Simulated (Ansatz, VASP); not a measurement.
**One calculation of TaN, two programs**

INCAR

```
PREC = Accurate ; ENCUT = 600
EDIFF = 1E-6 ; ISMEAR = 0
SIGMA = 0.1 ; LREAL = False
LASPH = True ; NELM = 80
ALGO = Normal ; ISIF = 3
LWAVE = False ; LCHARG = False
GGA = B5 ; ALDAX = 1.0
AGGAX = 1.0 ; AGGAC = 1.0
ALDAC = 0.0 ; IVDW = 13
VDW_S6 = 1.0 ; VDW_S8 = 2.34076671
VDW_A1 = 0.44488865 ; VDW_A2 = 4.0933009
IBRION = 2 ; NSW = 80
EDIFFG = -0.005
```

File KPOINTS:

```
Automatic mesh
0
Gamma
  10 10 9
```

The input POSCAR:

```
TaN
1.0
    2.9380000000      0.0000000000      0.0000000000
   -1.4690000000      2.5443826363      0.0000000000
    0.0000000000      0.0000000000      2.8830000000
Ta N
1 1
Direct
    0.0000000000      0.0000000000      0.5000000000
    0.6666666667      0.3333333333      0.0000000000
```

Contents of input.yaml:

```yaml
crystal:
  lattice:
    - [2.938, 0.0, 0.0]
    - [-1.469, 2.5443826363, 0.0]
    - [0.0, 0.0, 2.883]
  atoms:
    - { symbol: Ta, position: [0.0, 0.0, 0.5] }
    - { symbol: "N", position: [0.6666666667, 0.3333333333, 0.0] }
kpoints:
  mp_grid: { grid: [10, 10, 9] }
scf:
  occupations: { method: gaussian, width: 0.1 }
hamiltonian:
  xc: blyp
  dispersion: d4
  pseudopotentials: { kind: all_electron, lapw: { basis_error: 0.001 } }
output:
  forces: true
  stress: true
relax:
  f_tol: 0.005
  max_steps: 60
  cell: {}
```

Alike in both runs: task relaxation of cell and atoms; functional BLYP; dispersion D4; k mesh 10 × 10 × 9; occupations gaussian, width 0.1 eV; no spin polarisation.

|  | VASP | Ansatz |
| --- | --- | --- |
| version | VASP 6.6.1 | Ansatz 0.2.0 |
| potentials or method | VASP PAW PBE potentials, release 64 (Ta_pv, N), cutoff 600 eV | all-electron LAPW, scalar-relativistic |

```csv
,VASP,Ansatz,Ansatz less VASP
relaxed volume (Å³/atom),11.03,10.98,-0.053
relaxed cell length with the largest relative difference (Å),2.908,2.904,-0.0047
```

VASP's potentials were made for PBE, not for BLYP. Ansatz ran all-electron here, and VASP with PAW potentials.

Spin-orbit coupling is off throughout.
